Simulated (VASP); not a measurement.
# TePt (P-6m2) in VASP: further runs

TePt is run at these levels: LDA+U; tasks: single point.

Program: VASP 6.6.1. These are calculated values, not measurements. Logs are shortened: lines on timing, memory, paths and dates and some standing lists are left out, and cuts for length are marked.

### Step 1. The cell of the first run

It takes space group P-6m2 (No. 187, hexagonal). The conventional cell has a = 3.955 Å, b = 3.955 Å, c = 3.860 Å, α = 90.00°, β = 90.00°, γ = 120.00°. Pt (site symmetry -6m2) has 6 Te at 2.99 Å and 2 Pt at 3.86 Å within 3.9 Å. Te (site symmetry -6m2) has 6 Pt at 2.99 Å and 2 Te at 3.86 Å within 3.9 Å.

### Step 2. Single point, LDA+U, collinear spin, ferromagnetic start

The input, INCAR:

```
SYSTEM = TePt
ALGO = Normal
EDIFF = 1E-6
ENCUT = 500
GGA_COMPAT = .FALSE.
ISIF = 2
ISMEAR = 0
ISPIN = 2
LASPH = .TRUE.
LCHARG = .FALSE.
LDAU = .TRUE.
LDAUJ = 0 0
LDAUL = 2 -1
LDAUPRINT = 1
LDAUTYPE = 2
LDAUU = 4 0
LMAXMIX = 4
LORBIT = 11
LREAL = .FALSE.
LWAVE = .FALSE.
MAGMOM = 0.58 0
NBANDS = 19
NELM = 200
PREC = Accurate
SIGMA = 0.05
```

The input, KPOINTS:

```
k-points
0
G
  6 6 5
  0 0 0
```

The input, POSCAR:

```
TePt
1.0
    3.9548758500      0.0000000000      0.0000000000
   -1.9774379300      3.4250229600      0.0000000000
    0.0000000000      0.0000000000      3.8597628900
Pt Te
1 1
Direct
    0.0000000000      0.0000000000      0.0000000000
    0.6666666667      0.3333333333      0.5000000000
```

Potentials or basis: VASP PAW LDA potentials, release 64 (Pt, Te).

Command:

```
> cat potpaw_LDA.64/Pt/POTCAR potpaw_LDA.64/Te/POTCAR > POTCAR
> mpirun -np 1 vasp_std > vasp.out
```

OUTCAR:

```text
SYSTEM = TePt
   EDIFF = 1E-6
   ENCUT = 500
   ISIF = 2
   ISMEAR = 0
   ISPIN = 2
   LASPH = .TRUE.
   LORBIT = 11
   LREAL = .FALSE.
   NELM = 200
   PREC = Accurate

 ion  position               nearest neighbor table
   1  0.000  0.000  0.000-   2 2.99   2 2.99   2 2.99   2 2.99   2 2.99   2 2.99
   2  0.667  0.333  0.500-   1 2.99   1 2.99   1 2.99   1 2.99   1 2.99   1 2.99

  LATTYP: Found a hexagonal cell.
 ALAT       =     3.9548758500
 C/A-ratio  =     0.9759504562

  Lattice vectors:

 A1 = (   3.9548758500,   0.0000000000,   0.0000000000)
 A2 = (  -1.9774379300,   3.4250229600,   0.0000000000)
 A3 = (   0.0000000000,   0.0000000000,   3.8597628900)

Analysis of symmetry for initial positions (statically):
=====================================================================
 Subroutine PRICEL returns:
 Original cell was already a primitive cell.

 Routine SETGRP: Setting up the symmetry group for a
 hexagonal supercell.

 Subroutine GETGRP returns: Found 12 space group operations
 (whereof 12 operations were pure point group operations)
 out of a pool of 24 trial point group operations.

The static configuration has the point symmetry D_3h.

Analysis of symmetry for dynamics (positions and initial velocities):
=====================================================================
 Subroutine PRICEL returns:
 Original cell was already a primitive cell.

 Routine SETGRP: Setting up the symmetry group for a
 hexagonal supercell.

 Subroutine GETGRP returns: Found 12 space group operations
 (whereof 12 operations were pure point group operations)
 out of a pool of 24 trial point group operations.

The dynamic configuration has the point symmetry D_3h.

Analysis of structural, dynamic, and magnetic symmetry:
=====================================================================
 Subroutine PRICEL returns:
 Original cell was already a primitive cell.

 Routine SETGRP: Setting up the symmetry group for a
 hexagonal supercell.

 Subroutine GETGRP returns: Found 12 space group operations
 (whereof 12 operations were pure point group operations)
 out of a pool of 24 trial point group operations.

The overall configuration has the point symmetry D_3h.

 Subroutine INISYM returns: Found 12 space group operations
 (whereof 12 operations are pure point group operations),
 and found     1 'primitive' translations

----------------------------------------------------------------------------------------

                                     Primitive cell

  volume of cell :      52.2826

  direct lattice vectors                    reciprocal lattice vectors
     3.954875850  0.000000000  0.000000000     0.252852438  0.145984423  0.000000000
    -1.977437930  3.425022960  0.000000000     0.000000000  0.291968846  0.000000000
     0.000000000  0.000000000  3.859762890     0.000000000  0.000000000  0.259083272

  length of vectors
     3.954875850  3.954875857  3.859762890     0.291968846  0.291968846  0.259083272

  position of ions in fractional coordinates (direct lattice)
     0.000000000  0.000000000  0.000000000
     0.666666667  0.333333333  0.500000000

  ion indices of the primitive-cell ions
   primitive index   ion index
                 1           1
                 2           2

----------------------------------------------------------------------------------------

 KPOINTS: k-points

Automatic generation of k-mesh.
 Grid dimensions read from file:
 generate k-points for:    6    6    5

 Generating k-lattice:

  Cartesian coordinates                     Fractional coordinates (reciprocal lattice)
[... 69 lines left out ...]
   EMIN   =  10.00;   EMAX   =-10.00  energy-range for DOS
   EFERMI =   0.00;   METHOD = LEGACY
   ISMEAR =     0;   SIGMA  =   0.05  broadening in eV -4-tet -1-fermi 0-gaus
   EFERMI_NEDOS =   21; number of points for ismear=-14 and -15
   IALGO  =     38    algorithm
   IMIX   =      4    mixing-type and parameters
     AMIX     =   0.40;   BMIX     =  1.00
     AMIX_MAG =   1.60;   BMIX_MAG =  1.00
  volume/ion in A,a.u.               =      26.14       176.41
  Fermi-wavevector in a.u.,A,eV,Ry     =   1.103221  2.084785 16.559603  1.217096
  Thomas-Fermi vector in A             =   2.239676
   LORBIT       =     11    0 simple, 1 ext, 2 COOP (PROOUT), +10 PAW based schemes
 LDA+U is selected, type is set to LDAUTYPE =  2
   angular momentum for each species LDAUL =     2   -1
   U (eV)           for each species LDAUU =   4.0  0.0
   J (eV)           for each species LDAUJ =   0.0  0.0
   GGA     = CA    functional components
   LHFCALC =     F    Hartree Fock is set to
   AEXX    =    0.0000 exact exchange contribution
   IVDW    =     0    specifies the selected vdW correction
   LEPSILON=     F    determine dielectric tensor
   LRPA    =     F    only Hartree local field effects (RPA)
 spin polarized calculation
 Gauss-broadening in eV      SIGMA  =   0.05
  energy-cutoff  :      500.00
  volume of cell :       52.28
 maximum number of plane-waves:      1347
 NGX is ok and might be reduce to    30
   NGX = 15   NGY = 15   NGZ = 15

 number of electron      16.0000001 magnetization      -0.0006220

atom =   1  type =  1  l = 2

 onsite density matrix

spin component  1

  0.8845  0.0000  0.0000 -0.0000  0.0000
  0.0000  0.7986 -0.0000 -0.0000  0.0000
  0.0000 -0.0000  0.9207  0.0000  0.0000
 -0.0000 -0.0000  0.0000  0.7986  0.0000
  0.0000  0.0000  0.0000  0.0000  0.8845

spin component  2

  0.8844  0.0000  0.0000 -0.0000  0.0000
  0.0000  0.7986 -0.0000 -0.0000  0.0000
  0.0000 -0.0000  0.9205  0.0000  0.0000
 -0.0000 -0.0000  0.0000  0.7986  0.0000
  0.0000  0.0000  0.0000  0.0000  0.8844

 occupancies and eigenvectors

  o =  0.7986  v =  0.0000  0.0000  0.0000  0.0000  0.0000 -0.0000 -0.3787  0.0000 -0.9255 -0.0000      0.0000  0.0000  0.0000  0.0000  0.0000  0.0000  0.0000  0.0000  0.0000  0.0000
  o =  0.7986  v =  0.0000  0.0000  0.0000  0.0000  0.0000  0.0000 -0.9255  0.0000  0.3787 -0.0000      0.0000  0.0000  0.0000  0.0000  0.0000  0.0000  0.0000  0.0000  0.0000  0.0000
  o =  0.7986  v = -0.0000 -0.3787  0.0000 -0.9255 -0.0000  0.0000  0.0000  0.0000  0.0000  0.0000      0.0000  0.0000  0.0000  0.0000  0.0000  0.0000  0.0000  0.0000  0.0000  0.0000
  o =  0.7986  v =  0.0000 -0.9255  0.0000  0.3787 -0.0000  0.0000  0.0000  0.0000  0.0000  0.0000      0.0000  0.0000  0.0000  0.0000  0.0000  0.0000  0.0000  0.0000  0.0000  0.0000
  o =  0.8844  v =  0.0000  0.0000  0.0000  0.0000  0.0000 -0.9994 -0.0000  0.0000  0.0000  0.0356      0.0000  0.0000  0.0000  0.0000  0.0000  0.0000  0.0000  0.0000  0.0000  0.0000
  o =  0.8844  v =  0.0000  0.0000  0.0000  0.0000  0.0000  0.0356 -0.0000 -0.0000 -0.0000  0.9994      0.0000  0.0000  0.0000  0.0000  0.0000  0.0000  0.0000  0.0000  0.0000  0.0000
  o =  0.8845  v = -0.0089 -0.0000 -0.0000 -0.0000  1.0000  0.0000  0.0000  0.0000  0.0000  0.0000      0.0000  0.0000  0.0000  0.0000  0.0000  0.0000  0.0000  0.0000  0.0000  0.0000
  o =  0.8845  v = -1.0000  0.0000  0.0000  0.0000 -0.0089  0.0000  0.0000  0.0000  0.0000  0.0000      0.0000  0.0000  0.0000  0.0000  0.0000  0.0000  0.0000  0.0000  0.0000  0.0000
  o =  0.9205  v =  0.0000  0.0000  0.0000  0.0000  0.0000 -0.0000 -0.0000 -1.0000 -0.0000 -0.0000      0.0000  0.0000  0.0000  0.0000  0.0000  0.0000  0.0000  0.0000  0.0000  0.0000
  o =  0.9207  v = -0.0000 -0.0000 -1.0000 -0.0000 -0.0000  0.0000  0.0000  0.0000  0.0000  0.0000      0.0000  0.0000  0.0000  0.0000  0.0000  0.0000  0.0000  0.0000  0.0000  0.0000

 number of electron      16.0000001 magnetization       0.0000434

 Free energy of the ion-electron system (eV)
  ---------------------------------------------------
  ext. energy  EPLUGINS =         0.00000000
  ---------------------------------------------------
  free energy    TOTEN  =        -7.73677361 eV

  energy without entropy =       -7.73317294  energy(sigma->0) =       -7.73497327

 E-fermi :   6.1831     XC(G=0): -10.4893

 val. band max:        6.1770519350   @ k =   0.1667   0.0000   0.4000
 cond. band min:       6.1968675473   @ k =   0.1667   0.1667   0.2000
 fundamental gap:      0.0198156123
 Fermi energy:         6.1830888725

 spin component 1

 k-point     1 :       0.0000    0.0000    0.0000
  band No.  band energies     occupation
      1      -6.2769      1.00000
      2       2.5137      1.00000
      3       2.6553      1.00000
      4       2.6553      1.00000
      5       3.7998      1.00000
      6       3.7998      1.00000
[... 438 lines left out ...]
      5       3.5561      1.00000
      6       3.9625      1.00000
[... 11 lines left out ...]
     18      21.9304      0.00000
     19      23.4935      0.00000
 Fermi energy:         6.1830888725

 spin component 2

 k-point     1 :       0.0000    0.0000    0.0000
  band No.  band energies     occupation
      1      -6.2768      1.00000
      2       2.5141      1.00000
      3       2.6553      1.00000
      4       2.6553      1.00000
      5       3.7997      1.00000
      6       3.7997      1.00000
[... 439 lines left out ...]
      6       3.9629      1.00000
[... 11 lines left out ...]
     18      21.9304      0.00000
     19      23.4935      0.00000

------------------------ aborting loop because EDIFF is reached ----------------------------------------

  FORCE on cell =-STRESS in cart. coord.  units (eV):
  Direction    XX          YY          ZZ          XY          YZ          ZX
  --------------------------------------------------------------------------------------
  -------------------------------------------------------------------------------------
  Total       -5.1672288     -5.1672288     -7.3334517      0.0000000      0.0000000      0.0000000
  in kB     -158.3475348   -158.3475352   -224.7305155      0.0000002      0.0000000      0.0000000
  external PRESSURE =    -180.4751952 kB  Pullay stress =       0.0000000 kB

 VOLUME and BASIS-vectors are now :
 -----------------------------------------------------------------------------
  energy-cutoff  :      500.00
  volume of cell :       52.28
      direct lattice vectors                 reciprocal lattice vectors
     3.954875850  0.000000000  0.000000000     0.252852438  0.145984423  0.000000000
    -1.977437930  3.425022960  0.000000000     0.000000000  0.291968846  0.000000000
     0.000000000  0.000000000  3.859762890     0.000000000  0.000000000  0.259083272

 POSITION                                       TOTAL-FORCE (eV/Angst)
 -----------------------------------------------------------------------------------
      0.00000      0.00000      0.00000         0.000000     -0.000000      0.000000
      1.97744      1.14167      1.92988        -0.000000      0.000000      0.000000
 -----------------------------------------------------------------------------------
    total drift:                               -0.000000      0.000000      0.000000

  FREE ENERGIE OF THE ION-ELECTRON SYSTEM (eV)
  ---------------------------------------------------
  free  energy   TOTEN  =        -7.7367736090 eV

  energy  without entropy=       -7.7331729371  energy(sigma->0) =       -7.73497327

 total charge

# of ion       s       p       d       tot
------------------------------------------
    1        0.483   0.236   8.518   9.237
    2        1.435   1.686   0.054   3.175
--------------------------------------------------
tot          1.918   1.922   8.571  12.412

 magnetization (x)

# of ion       s       p       d       tot
------------------------------------------
    1       -0.000   0.000   0.000  -0.000
    2        0.000   0.000   0.000   0.000
--------------------------------------------------
tot         -0.000   0.000   0.000   0.000
```

It took 15 s on 1 thread of AMD EPYC 9R45 (Zen 5), shared host; peak memory 0.14 GiB.

Results:

* Free energy: -7.7368 eV
* Pressure: -18.0 GPa
* Band gap on the k mesh: zero (filled and empty bands overlap)
* Net moment: 0.00 μB per cell
* Valence electrons inside the program's atomic spheres: Pt 9.24; Te 3.17

Stress tensor (GPa, compression positive):
```
-15.83   0.00   0.00
  0.00 -15.83   0.00
  0.00   0.00 -22.47
```

Eigenvalues of the final occupation matrices:
```
    site  spin  trace               eigenvalues
site 1 d     1   4.29  0.80 0.80 0.88 0.88 0.92
site 1 d     2   4.29  0.80 0.80 0.88 0.88 0.92
```

Caveat: spin-orbit coupling is left out, which moves the levels of the heavy elements; the U is typed as a test and isn't derived for this compound. The state reached can hang on the start; a lower one may exist.

### Step 3. Single point, LDA+U, collinear spin, zero start

Changes to INCAR since step 2:

```diff
@@ -15,3 +15,3 @@
 LDAUTYPE = 2
-LDAUU = 4 0
+LDAUU = 7 0
 LMAXMIX = 4
@@ -20,3 +20,3 @@
 LWAVE = .FALSE.
-MAGMOM = 0.58 0
+MAGMOM = 0 0
 NBANDS = 19
```

KPOINTS is that of step 2.

POSCAR is that of step 2.

Potentials or basis: VASP PAW LDA potentials, release 64 (Pt, Te).

Command:

```
> cat potpaw_LDA.64/Pt/POTCAR potpaw_LDA.64/Te/POTCAR > POTCAR
> mpirun -np 1 vasp_std > vasp.out
```

Run time: 19 s. Hardware: 1 thread of AMD EPYC 9R45 (Zen 5), shared host; peak memory 0.14 GiB.

It converged, with:

```yaml
Free_energy: -6.1423 eV
Pressure: -19.2 GPa
Band_gap_on_the_k_mesh: zero (filled and empty bands overlap)
Net_moment: 0.00 μB per cell
Valence_electrons_inside_the_program's_atomic_spheres: Pt 9.55; Te 3.15
```

Stress tensor (GPa, compression positive):
```
-16.92   0.00   0.00
  0.00 -16.92   0.00
  0.00   0.00 -23.70
```

Levels at points of the mesh, in eV from the Fermi level:
Spin up:
```tsv
k point	band 4	band 5	band 6	band 7	band 8	band 9	band 10	band 11	band 12	band 13
(0.00, 0.00, 0.00)	-4.00	-2.75	-2.75	-1.03	0.91	0.91	1.16	6.36	7.01	7.01
(0.50, 0.00, 0.00)	-3.88	-3.05	-2.84	-2.47	-1.12	1.56	3.02	6.02	7.69	8.07
```
Spin down:
```tsv
k point	band 4	band 5	band 6	band 7	band 8	band 9	band 10	band 11	band 12	band 13
(0.00, 0.00, 0.00)	-4.00	-2.75	-2.75	-1.03	0.91	0.91	1.16	6.36	7.01	7.01
(0.50, 0.00, 0.00)	-3.88	-3.05	-2.84	-2.47	-1.12	1.56	3.02	6.02	7.69	8.07
```

Eigenvalues of the final occupation matrices:
```
    site  spin  trace               eigenvalues
site 1 d     1   4.48  0.84 0.84 0.93 0.93 0.95
site 1 d     2   4.48  0.84 0.84 0.93 0.93 0.95
```

Caveat: spin-orbit coupling is left out, which moves the levels of the heavy elements; the U is typed as a test and isn't derived for this compound.

### Step 4. Single point, LDA+U, collinear spin, ferromagnetic start

The input, INCAR:

```
SYSTEM = TePt
  PREC = Accurate
  ENCUT = 500
  EDIFF = 1E-6
  ISMEAR = 0
  SIGMA = 0.05
  LREAL = .FALSE.
  LASPH = .TRUE.
  NELM = 200
  ALGO = Normal
  ISIF = 2
  LWAVE = .FALSE.
  LCHARG = .FALSE.
  ISPIN = 2
  MAGMOM = 2 0
  LORBIT = 11
  NUPDOWN = 2.0
  LMAXMIX = 4
  LDAU = .TRUE.
  LDAUTYPE = 2
  LDAUL = 2 -1
  LDAUU = 7 0
  LDAUJ = 0 0
  LDAUPRINT = 1
  NBANDS = 19
  GGA_COMPAT = .FALSE.
```

The input, KPOINTS:

```
regular mesh
0
G
  6 6 5
  0 0 0
```

POSCAR is that of step 3.

Command:

```
> cat potpaw_LDA.64/Pt/POTCAR potpaw_LDA.64/Te/POTCAR > POTCAR
> mpirun -np 1 vasp_std > vasp.out
```

It took 23 s on 1 thread of AMD EPYC 9R45 (Zen 5), shared host; peak memory 0.14 GiB.

The run converged. Its results:

- Free energy: -5.1980 eV
- Pressure: -13.1 GPa
- Net moment: 2.00 μB per cell
- Site moments: Pt +1.10; Te +0.54 μB
- Valence electrons inside the program's atomic spheres: Pt 9.37; Te 3.24

Stress tensor (GPa, compression positive):
```
-11.55   0.00   0.00
  0.00 -11.55   0.00
  0.00   0.00 -16.32
```

Eigenvalues of the final occupation matrices:
```tsv
site	spin	trace	eigenvalues
site 1 d	1	4.83	0.96 0.96 0.96 0.98 0.98
site 1 d	2	3.88	0.55 0.55 0.91 0.91 0.95
```

Caveat: spin-orbit coupling is left out, which moves the levels of the heavy elements; the total moment is fixed, so each spin has its own Fermi level; the U is typed as a test and isn't derived for this compound. The state reached can hang on the start; a lower one may exist.

### Step 5. Single point, LDA+U, collinear spin, ferromagnetic start

The input, INCAR:

```
SYSTEM = TePt
PREC = Accurate
ENCUT = 500
EDIFF = 1E-6
ISMEAR = 0
SIGMA = 0.05
LREAL = .FALSE.
LASPH = .TRUE.
NELM = 200
ALGO = Normal
ISIF = 2
LWAVE = .FALSE.
LCHARG = .FALSE.
ISPIN = 2
MAGMOM = 0.5 0
LORBIT = 11
LMAXMIX = 4
LDAU = .TRUE.
LDAUTYPE = 2
LDAUL = 2 -1
LDAUU = 7 0
LDAUJ = 0 0
LDAUPRINT = 1
GGA = CA
NBANDS = 19
GGA_COMPAT = .FALSE.
```

KPOINTS is that of step 4.

POSCAR is that of step 4.

Command:

```
> cat potpaw_LDA.64/Pt/POTCAR potpaw_LDA.64/Te/POTCAR > POTCAR
> mpirun -np 1 vasp_std > vasp.out
```

Wall time 19 s (1 thread of AMD EPYC 9R45 (Zen 5), shared host); peak memory 0.14 GiB.

The run converged. Its results:

| Property | Result |
| --- | --- |
| Free energy | -6.1423 eV |
| Pressure | -19.2 GPa |
| Band gap on the k mesh | zero (filled and empty bands overlap) |
| Net moment | 0.00 μB per cell |
| Valence electrons inside the program's atomic spheres | Pt 9.55; Te 3.15 |

Stress tensor (GPa, compression positive):
```
-16.92   0.00   0.00
  0.00 -16.92   0.00
  0.00   0.00 -23.70
```

Levels at points of the mesh, in eV from the Fermi level:
Spin up:
| k point | band 4 | band 5 | band 6 | band 7 | band 8 | band 9 | band 10 | band 11 | band 12 | band 13 |
| --- | --- | --- | --- | --- | --- | --- | --- | --- | --- | --- |
| (0.00, 0.00, 0.00) | -4.00 | -2.75 | -2.75 | -1.03 | 0.91 | 0.91 | 1.16 | 6.36 | 7.01 | 7.01 |
| (0.50, 0.00, 0.00) | -3.88 | -3.06 | -2.84 | -2.47 | -1.12 | 1.56 | 3.02 | 6.02 | 7.69 | 8.07 |
Spin down:
| k point | band 6 | band 7 | band 8 | band 9 | band 10 | band 11 |
| --- | --- | --- | --- | --- | --- | --- |
| (0.00, 0.00, 0.00) | -2.74 | -1.03 | 0.91 | 0.91 | 1.16 | 6.36 |
| (0.50, 0.00, 0.00) | -2.84 | -2.47 | -1.12 | 1.56 | 3.02 | 6.02 |

Eigenvalues of the final occupation matrices:
| site | spin | trace | eigenvalues |
| --- | --- | --- | --- |
| site 1 d | 1 | 4.48 | 0.84 0.84 0.93 0.93 0.95 |
| site 1 d | 2 | 4.48 | 0.84 0.84 0.93 0.93 0.95 |

Caveat: spin-orbit coupling is left out, which moves the levels of the heavy elements; the U is typed as a test and isn't derived for this compound. The state reached can hang on the start; a lower one may exist.

### Step 6. Overview

| spin | U | fixed moment (μB) | gap on the mesh (eV) | pressure (GPa) | moment (μB) |
| --- | --- | --- | --- | --- | --- |
| collinear, ferromagnetic start | Pt d U = 4.0 eV | - | none | -18.0 | 0.00 |
| collinear, zero start | Pt d U = 7.0 eV | - | none | -19.2 | 0.00 |
| collinear, ferromagnetic start | Pt d U = 7.0 eV | 2.0 | - | -13.1 | 2.00 |
| collinear, ferromagnetic start | Pt d U = 7.0 eV | - | none | -19.2 | 0.00 |

Alike in all rows: task single point; level LDA+U; potentials or basis VASP PAW LDA potentials, release 64 (Pt, Te); cell as given; k mesh 6 × 6 × 5; cutoff (eV) 500; smearing gaussian 0.05 eV.

Every run on the cell as given and a fine mesh finds a metal.

Caveats: spin-orbit coupling is left out, which moves the levels of the heavy elements; the U is typed as a test and isn't derived for this compound; the total moment is fixed, so each spin has its own Fermi level (some runs).

Total energies depend on the potentials used, so only differences within one code and one set of settings carry meaning.
